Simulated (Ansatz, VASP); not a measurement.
# One calculation of Rh4C3, two programs

The input INCAR:

```
PREC = Accurate
ENCUT = 520
EDIFF = 1E-6
ISMEAR = 0
SIGMA = 0.0262
LREAL = False
LASPH = True
NELM = 100
ALGO = Normal
ISIF = 2
LWAVE = False
LCHARG = True
GGA = PE
LELF = True
LVHAR = True
NBANDS = 45
```

Contents of KPOINTS:

```
regular mesh
0
Gamma
  6 6 6
```

Contents of POSCAR:

```
Rh4C3
1.0
    3.2239530000      0.0000000000      0.0000000000
   -1.6119760000      2.7920260000      0.0000000000
   -1.6119760000      0.9306750000      8.0639200000
Rh C
4 3
Direct
    0.1280000000      0.8720000000      0.3840000000
    0.8720000000      0.1280000000      0.6160000000
    0.2930000000      0.7070000000      0.8790000000
    0.7070000000      0.2930000000      0.1210000000
    0.2170000000      0.7830000000      0.6510000000
    0.7830000000      0.2170000000      0.3490000000
    0.0000000000      0.0000000000      0.0000000000
```

Input for Ansatz:

```yaml
crystal:
  lattice:
    - [3.223953, 0.0, 0.0]
    - [-1.611976, 2.792026, 0.0]
    - [-1.611976, 0.930675, 8.06392]
  atoms:
    - { symbol: Rh, position: [0.128, 0.872, 0.384] }
    - { symbol: Rh, position: [0.872, 0.128, 0.616] }
    - { symbol: C, position: [0.217, 0.783, 0.651] }
    - { symbol: C, position: [0.783, 0.217, 0.349] }
    - { symbol: Rh, position: [0.293, 0.707, 0.879] }
    - { symbol: Rh, position: [0.707, 0.293, 0.121] }
    - { symbol: C, position: [0.0, 0.0, 0.0] }
  symmetry: { tolerance: 0.0003 }
kpoints:
  mp_grid: { grid: [6, 6, 6], shift: [0, 0, 0] }
magnetization:
  spin_polarized: false
scf:
  occupations: { method: gaussian, width: 0.0262 }
hamiltonian:
  pseudopotentials: { kind: paw }
  xc: pbe
basis:
  ecutwfc: 420
output:
  forces: true
  stress: true
  eigenvalues: true
```

Alike in both runs: task single point; functional PBE; k mesh 6 × 6 × 6; occupations gaussian, width 0.0262 eV; no spin polarisation.

|  | VASP | Ansatz |
| --- | --- | --- |
| version | VASP 6.6.1 | Ansatz 0.2.0 |
| potentials or method | VASP PAW PBE potentials, release 64 (Rh_pv, C), cutoff 520 eV | PAW plane waves |
| valence electrons in the cell | 72 | 80 |

Ansatz gave:

| Quantity | Value |
| --- | --- |
| gap on the k mesh at the Fermi level (eV) | none |
| rms of the force components (eV/Å) | 0.525 |

Question: What did VASP give for the same quantities?

Answer: gap on the k mesh at the Fermi level (eV): none; rms of the force components (eV/Å): 0.544.

A gap of «none» marks a metal or a gap that the smearing closes. VASP's potentials hold 72 valence electrons a cell and Ansatz's 80, so a difference there can come from the potentials and not from the codes.

The k mesh is coarse, so the values compare programs but aren't converged.
